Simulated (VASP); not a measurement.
# BAs (F-43m) in VASP: a series of runs, part 2 of 2

VASP 6.6.1.

### 3 Single point, B3LYP5

This run uses another cell than the first one, of 13.90 Å³/atom.

The input, POSCAR:

```
BAs
1.0
    0.0000000000      2.4043183418      2.4043183418
    2.4043183418      0.0000000000      2.4043183418
    2.4043183418      2.4043183418      0.0000000000
As B
1 1
Direct
    0.7500000000      0.7500000000      0.7500000000
    0.0000000000      0.0000000000      0.0000000000
```

The input, INCAR.step1:

```
ALGO = Normal ; EDIFF = 1E-5
ENCUT = 520 ; GGA = PE
ISIF = 2 ; ISMEAR = -1
LASPH = T ; LCHARG = F
LREAL = F ; LWAVE = T
NBANDS = 11 ; NELM = 80
PREC = Accurate ; SIGMA = 0.05
```

The input, INCAR.step2:

```
AEXX = 0.2 ; AGGAC = 0.81
AGGAX = 0.72 ; ALDAC = 0.19
ALGO = Normal ; EDIFF = 1E-7
ENCUT = 520 ; GGA = B5
ISIF = 2 ; ISMEAR = -1
ISTART = 1 ; LASPH = T
LCHARG = F ; LHFCALC = T
LREAL = F ; LWAVE = F
NBANDS = 11 ; NELM = 80
PREC = Accurate ; PRECFOCK = Normal
SIGMA = 0.05
```

The input, KPOINTS:

```
k-points
0
Gamma
  5 5 5
```

Potentials or basis: VASP PAW PBE potentials, release 64 (As, B).

On the command line:

```sh
$ cat potpaw_PBE.64/As/POTCAR potpaw_PBE.64/B/POTCAR > POTCAR
$ cp INCAR.step1 INCAR
$ mpirun -np 1 vasp_std > vasp.out
$ cp INCAR.step2 INCAR
$ mpirun -np 1 vasp_std > vasp.out
```

OUTCAR:

```text
AEXX = 0.2
   EDIFF = 1E-7
   ENCUT = 520
   GGA = B5
   ISIF = 2
   ISMEAR = -1
   ISTART = 1
   LASPH = T
   LHFCALC = T
   LREAL = F
   NELM = 80
   PREC = Accurate
   PRECFOCK = Normal

 ion  position               nearest neighbor table
   1  0.750  0.750  0.750-   2 2.08   2 2.08   2 2.08   2 2.08
   2  0.000  0.000  0.000-   1 2.08   1 2.08   1 2.08   1 2.08

  LATTYP: Found a face centered cubic cell.
 ALAT       =     4.8086366836

  Lattice vectors:

 A1 = (   0.0000000000,   2.4043183418,   2.4043183418)
 A2 = (   2.4043183418,   0.0000000000,   2.4043183418)
 A3 = (   2.4043183418,   2.4043183418,   0.0000000000)

Analysis of symmetry for initial positions (statically):
=====================================================================
 Subroutine PRICEL returns:
 Original cell was already a primitive cell.

 Routine SETGRP: Setting up the symmetry group for a
 face centered cubic supercell.

 Subroutine GETGRP returns: Found 24 space group operations
 (whereof 24 operations were pure point group operations)
 out of a pool of 48 trial point group operations.

The static configuration has the point symmetry T_d .

Analysis of symmetry for dynamics (positions and initial velocities):
=====================================================================
 Subroutine PRICEL returns:
 Original cell was already a primitive cell.

 Routine SETGRP: Setting up the symmetry group for a
 face centered cubic supercell.

 Subroutine GETGRP returns: Found 24 space group operations
 (whereof 24 operations were pure point group operations)
 out of a pool of 48 trial point group operations.

The dynamic configuration has the point symmetry T_d .

 Subroutine INISYM returns: Found 24 space group operations
 (whereof 24 operations are pure point group operations),
 and found     1 'primitive' translations

[... 113 lines left out ...]
   HFSCREENC=   0.0000 screening length for correlation (either q_TF or 0.3 A-1)
   ENCUTFOCK=  -1.0 apply spherical cutoff to Coloumb kernel
   IVDW    =     0    specifies the selected vdW correction
   LEPSILON=     F    determine dielectric tensor
   LRPA    =     F    only Hartree local field effects (RPA)
 non-spin polarized calculation
  energy-cutoff  :      520.00
  volume of cell :       27.80
 maximum number of plane-waves:       763
 NGX is ok and might be reduce to    28
  NGX = 20; NGY = 20; NGZ = 20

 number of electron       8.0000000 magnetization

 Free energy of the ion-electron system (eV)
  ---------------------------------------------------
  ext. energy  EPLUGINS =         0.00000000
  ---------------------------------------------------
  free energy    TOTEN  =       -12.40254595 eV

  energy without entropy =      -12.40254595  energy(sigma->0) =      -12.40254595

 E-fermi :   6.6057     XC(G=0):  -8.1858

 val. band max:        5.5657044904   @ k =   0.0000   0.0000   0.0000
 cond. band min:       8.1101784291   @ k =   0.4000   0.4000   0.0000
 fundamental gap:      2.5444739386
 Fermi energy:         6.6056607230

 k-point     1 :       0.0000    0.0000    0.0000
  band No.  band energies     occupation
      1     -10.8393      2.00000
      2       5.5657      2.00000
      3       5.5657      2.00000
      4       5.5657      2.00000
      5      10.1783      0.00000
      6      10.1783      0.00000
      7      10.1783      0.00000
      8      11.5403      0.00000
      9      16.8319      0.00000
     10      20.1580      0.00000
     11      20.1580      0.00000
[... 113 lines left out ...]
 k-point    10 :      -0.4000    0.4000    0.2000
  band No.  band energies     occupation
      1      -6.9446      2.00000
      2      -2.5969      2.00000
      3      -0.0688      2.00000
      4       1.2996      2.00000
      5      11.4404      0.00000
      6      12.3852      0.00000
      7      13.1349      0.00000
      8      16.8387      0.00000
      9      18.2783      0.00000
     10      21.4028      0.00000
     11      23.8904      0.00000

------------------------ aborting loop because EDIFF is reached ----------------------------------------

  FORCE on cell =-STRESS in cart. coord.  units (eV):
  Direction    XX          YY          ZZ          XY          YZ          ZX
  --------------------------------------------------------------------------------------
  -------------------------------------------------------------------------------------
  Total        0.2879679      0.2879679      0.2879679      0.0000000      0.0000000      0.0000000
  in kB       16.5977322     16.5977322     16.5977322      0.0000000      0.0000000      0.0000000
  external PRESSURE =      16.5977322 kB  Pullay stress =       0.0000000 kB

 VOLUME and BASIS-vectors are now :
 -----------------------------------------------------------------------------
  energy-cutoff  :      520.00
  volume of cell :       27.80
      direct lattice vectors                 reciprocal lattice vectors
     0.000000000  2.404318342  2.404318342    -0.207959151  0.207959151  0.207959151
     2.404318342  0.000000000  2.404318342     0.207959151 -0.207959151  0.207959151
     2.404318342  2.404318342  0.000000000     0.207959151  0.207959151 -0.207959151

 POSITION                                       TOTAL-FORCE (eV/Angst)
 -----------------------------------------------------------------------------------
      3.60648      3.60648      3.60648        -0.000000      0.000000     -0.000000
      0.00000      0.00000      0.00000         0.000000     -0.000000      0.000000
 -----------------------------------------------------------------------------------
    total drift:                                0.000000      0.000000      0.000000

  FREE ENERGIE OF THE ION-ELECTRON SYSTEM (eV)
  ---------------------------------------------------
  free  energy   TOTEN  =       -12.4025459543 eV

  energy  without entropy=      -12.4025459542  energy(sigma->0) =      -12.40254595
```

Wall time 3.2 min (1 thread of AMD EPYC 7R13 (Zen 3), shared host); peak memory 0.14 GiB.

Results:

- Free energy: -12.4025 eV
- Pressure: 1.7 GPa
- Band gap on the k mesh: 2.54 eV (least direct gap 4.61 eV)

Caveat: the k points lie up to 0.45 Å⁻¹ apart; the PAW data sets were made with another functional, which shifts forces and pressure a little; an odd mesh through Γ misses points on the zone boundary, where band edges can lie.

### 4 Single point, B3LYP5

This run uses another cell than the first one, of 14.17 Å³/atom.

The input, POSCAR:

```
BAs
1.0
    0.0000000000      2.4199312360      2.4199312360
    2.4199312360      0.0000000000      2.4199312360
    2.4199312360      2.4199312360      0.0000000000
As B
1 1
Direct
    0.7500000000      0.7500000000      0.7500000000
    0.0000000000      0.0000000000      0.0000000000
```

The input, INCAR.step1:

```
PREC     = Accurate       # precision mode
ENCUT    = 520            # plane-wave cutoff, eV
EDIFF    = 1E-5           # SCF threshold, eV
ISMEAR   = -1             # smearing method
SIGMA    = 0.05           # smearing width, eV
LREAL    = F              # projectors in reciprocal space
LASPH    = T              # aspherical terms in the spheres
NELM     = 80             # most SCF steps
ALGO     = Normal         # electronic algorithm
ISIF     = 2              # what is computed and relaxed
LWAVE    = T              # write WAVECAR
LCHARG   = F              # write CHGCAR
GGA      = PE             # functional
NBANDS   = 11             # bands
```

The input, INCAR.step2:

```
PREC     = Accurate       # precision mode
ENCUT    = 520            # plane-wave cutoff, eV
EDIFF    = 1E-6           # SCF threshold, eV
ISMEAR   = -1             # smearing method
SIGMA    = 0.05           # smearing width, eV
LREAL    = F              # projectors in reciprocal space
LASPH    = T              # aspherical terms in the spheres
NELM     = 80             # most SCF steps
ALGO     = Normal         # electronic algorithm
ISIF     = 2              # what is computed and relaxed
LWAVE    = F              # write WAVECAR
LCHARG   = F              # write CHGCAR
GGA      = B5             # functional
LHFCALC  = T              # exact exchange
AEXX     = 0.2            # exact-exchange fraction
AGGAX    = 0.72         
AGGAC    = 0.81         
ALDAC    = 0.19         
PRECFOCK = Normal       
ISTART   = 1            
NBANDS   = 11             # bands
```

The input, KPOINTS:

```
Automatic mesh
0
Gamma
  5 5 5
```

On the command line:

```sh
$ cat potpaw_PBE.64/As/POTCAR potpaw_PBE.64/B/POTCAR > POTCAR
$ cp INCAR.step1 INCAR
$ mpirun -np 1 vasp_std > vasp.out
$ cp INCAR.step2 INCAR
$ mpirun -np 1 vasp_std > vasp.out
```

Run time: 2.6 min. Hardware: 1 thread of AMD EPYC 7R13 (Zen 3), shared host; peak memory 0.14 GiB.

Results (log left out):

```yaml
Free_energy: -12.4038 eV
Pressure: -0.9 GPa
Band_gap_on_the_k_mesh: 2.56 eV (least direct gap 4.59 eV)
```

Levels at points of the mesh, in eV from the valence-band top:
| k point | band 1 | band 2 | band 3 | band 4 | band 5 | band 6 | band 7 | band 8 | band 9 |
| --- | --- | --- | --- | --- | --- | --- | --- | --- | --- |
| (0.00, 0.00, 0.00) | -16.23 | 0.00 | 0.00 | 0.00 | 4.59 | 4.59 | 4.59 | 5.71 | 11.16 |

Caveat: the k points lie up to 0.45 Å⁻¹ apart; the PAW data sets were made with another functional, which shifts forces and pressure a little; an odd mesh through Γ misses points on the zone boundary, where band edges can lie.

### 5 Single point, B3LYP5

This run uses another cell than the first one, of 14.44 Å³/atom.

The input, POSCAR:

```
BAs
1.0
    0.0000000000      2.4353452264      2.4353452264
    2.4353452264      0.0000000000      2.4353452264
    2.4353452264      2.4353452264      0.0000000000
As B
1 1
Direct
    0.7500000000      0.7500000000      0.7500000000
    0.0000000000      0.0000000000      0.0000000000
```

The input, INCAR.step1:

```
SYSTEM = BAs
PREC = Accurate
ENCUT = 520
EDIFF = 1E-5
ISMEAR = -1
SIGMA = 0.05
LREAL = .False.
LASPH = .True.
NELM = 80
ALGO = Normal
ISIF = 2
LWAVE = .True.
LCHARG = .False.
GGA = PE
NBANDS = 11
```

The input, INCAR.step2:

```
SYSTEM = BAs
PREC = Accurate
ENCUT = 520
EDIFF = 1E-7
ISMEAR = -1
SIGMA = 0.05
LREAL = .False.
LASPH = .True.
NELM = 80
ALGO = Normal
ISIF = 2
LWAVE = .False.
LCHARG = .False.
GGA = B5
LHFCALC = .True.
AEXX = 0.2
AGGAX = 0.72
AGGAC = 0.81
ALDAC = 0.19
PRECFOCK = Normal
ISTART = 1
NBANDS = 11
```

The input, KPOINTS:

```
Automatic mesh
0
Gamma
  5 5 5
  0 0 0
```

On the command line:

```sh
$ cat potpaw_PBE.64/As/POTCAR potpaw_PBE.64/B/POTCAR > POTCAR
$ cp INCAR.step1 INCAR
$ mpirun -np 1 vasp_std > vasp.out
$ cp INCAR.step2 INCAR
$ mpirun -np 1 vasp_std > vasp.out
```

It took 3.2 min on 1 thread of AMD EPYC 7R13 (Zen 3), shared host; peak memory 0.14 GiB.

The run converged. Its results:

| Quantity | Value |
| --- | --- |
| Free energy | -12.3965 eV |
| Pressure | -3.3 GPa |
| Band gap on the k mesh | 2.57 eV (least direct gap 4.56 eV) |

Levels at points of the mesh, in eV from the valence-band top:
```csv
k point,band 2,band 3,band 4,band 5,band 6,band 7
"(0.00, 0.00, 0.00)",0.00,0.00,0.00,4.56,4.56,4.56
```

Caveat: the k points lie up to 0.45 Å⁻¹ apart; the PAW data sets were made with another functional, which shifts forces and pressure a little; an odd mesh through Γ misses points on the zone boundary, where band edges can lie.

### 6 The runs side by side

```tsv
cell	gap on the mesh (eV)	pressure (GPa)
a = 3.378 Å, angles 60.0°, 2 atoms	2.53	4.5
a = 3.400 Å, angles 60.0°, 2 atoms	2.54	1.7
a = 3.422 Å, angles 60.0°, 2 atoms	2.56	-0.9
a = 3.444 Å, angles 60.0°, 2 atoms	2.57	-3.3
```

Alike in all rows: task single point; level B3LYP5; potentials or basis VASP PAW PBE potentials, release 64 (As, B); no spin polarisation; k mesh 5 × 5 × 5; cutoff (eV) 520; smearing fermi-dirac 0.05 eV.

Caveats: all runs use coarse meshes; the PAW data sets were made with another functional, which shifts forces and pressure a little; an odd mesh through Γ misses points on the zone boundary, where band edges can lie.

Total energies depend on the potentials used, so only differences within one code and one set of settings carry meaning.
